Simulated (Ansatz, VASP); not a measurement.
One calculation of HfNb2CN2, two programs

INCAR

```
ALGO     = Normal         # electronic algorithm
EDIFF    = 1E-6           # SCF threshold, eV
ENCUT    = 520            # plane-wave cutoff, eV
GGA      = PE             # functional
ISIF     = 2              # what is computed and relaxed
ISMEAR   = 0              # smearing method
LASPH    = T              # aspherical terms in the spheres
LCHARG   = F              # write CHGCAR
LREAL    = F              # projectors in reciprocal space
LWAVE    = F              # write WAVECAR
NBANDS   = 34             # bands
NELM     = 80             # most SCF steps
PREC     = Accurate       # precision mode
SIGMA    = 0.1            # smearing width, eV
```

File KPOINTS:

```
k-points
0
Gamma
  6 6 6
```

POSCAR

```
HfNb2CN2
1.0
   -1.8664683700      1.8664683700      5.3892308400
    1.8664683700     -1.8664683700      5.3892308400
    1.8664683700      1.8664683700     -5.3892308400
Hf Nb C N
1 2 1 2
Direct
    0.0000000000      0.0000000000      0.0000000000
    0.3551050100      0.3551050100      0.0000000000
    0.6448949900      0.6448949900      0.0000000000
    0.5000000000      0.5000000000      0.0000000000
    0.7500000000      0.2500000000      0.5000000000
    0.2500000000      0.7500000000      0.5000000000
```

Input for Ansatz:

```yaml
crystal:
  lattice:
    - [-1.86646837, 1.86646837, 5.38923084]
    - [1.86646837, -1.86646837, 5.38923084]
    - [1.86646837, 1.86646837, -5.38923084]
  atoms:
    - { symbol: Hf, position: [0.0, 0.0, 0.0] }
    - { symbol: Nb, position: [0.35510501, 0.35510501, 0.0] }
    - { symbol: Nb, position: [0.64489499, 0.64489499, 0.0] }
    - { symbol: C, position: [0.5, 0.5, 0.0] }
    - { symbol: "N", position: [0.75, 0.25, 0.5] }
    - { symbol: "N", position: [0.25, 0.75, 0.5] }
basis:
  ecutwfc: 420
kpoints:
  mp_grid: { grid: [6, 6, 6] }
hamiltonian:
  xc: pbe
scf:
  occupations: { method: gaussian, width: 0.1 }
  lower_state_search: "off"
output:
  forces: true
  stress: true
  eigenvalues: true
```

Change from the starting cell: species swapped into the TbNi2B2C type (I4/mmm, No. 139).

Alike in both runs: task single point; functional PBE; k mesh 6 × 6 × 6; occupations gaussian, width 0.1 eV; no spin polarisation.

```csv
,VASP,Ansatz
version,VASP 6.6.1,Ansatz 0.2.0
potentials or method,"VASP PAW PBE potentials, release 64 (Hf_pv, Nb_sv, C, N), cutoff 520 eV","scalar-relativistic, plane waves, PAW"
valence electrons in the cell,50,66
```

VASP gave:

- gap on the k mesh at the Fermi level (eV): none
- rms of the force components (eV/Å): 8.876

Estimate Ansatz's values.

gap on the k mesh at the Fermi level (eV): none; rms of the force components (eV/Å): 8.799.

Atom by atom the forces differ by 0.077 eV/Å (rms over components). A gap of «none» marks a metal or a gap that the smearing closes. VASP's potentials hold 50 valence electrons a cell and Ansatz's 66, so a difference there can come from the potentials and not from the codes.

The k mesh is coarse, so the values compare programs but aren't converged. Spin-orbit coupling is off throughout.
